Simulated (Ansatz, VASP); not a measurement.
**LuSi2: VASP beside Ansatz**

```
Lu Si
1.0
     3.77484    0.00000    0.00000
    -1.88742    3.26910    0.00000
     0.00000    0.00000    4.07682
Lu Si
1 2
Direct
  0.00000 0.00000 0.00000
  0.33333 0.66667 0.50000
  0.66667 0.33333 0.50000
```

Change from the starting cell: volume scaled by 1.02, crystal datasets.

Alike in both runs: task electric field gradients; functional PBEsol; k mesh 13 × 13 × 10; occupations fermi-dirac, width 0.05 eV; no spin polarisation.

```csv
,VASP,Ansatz
version,VASP 6.6.1,Ansatz 0.2.0
potentials or method,"VASP PAW PBE potentials, release 64 (Lu, Si), cutoff 520 eV","all-electron PAW with datasets made for the crystal, scalar-relativistic"
```

```tsv
	VASP	Ansatz	Ansatz less VASP
pressure (GPa)	10.6	10.2	-0.40
traceless stress, the component that is largest in VASP (GPa)	-16.51	-16.48	+0.027
size of Vzz on the site where it differs most (V/Å²)	5.3	0.3	-4.94
```

VASP's potentials were made for PBE, not for PBEsol. Ansatz ran all-electron here, and VASP with PAW potentials.

Neither program's run includes spin-orbit coupling.
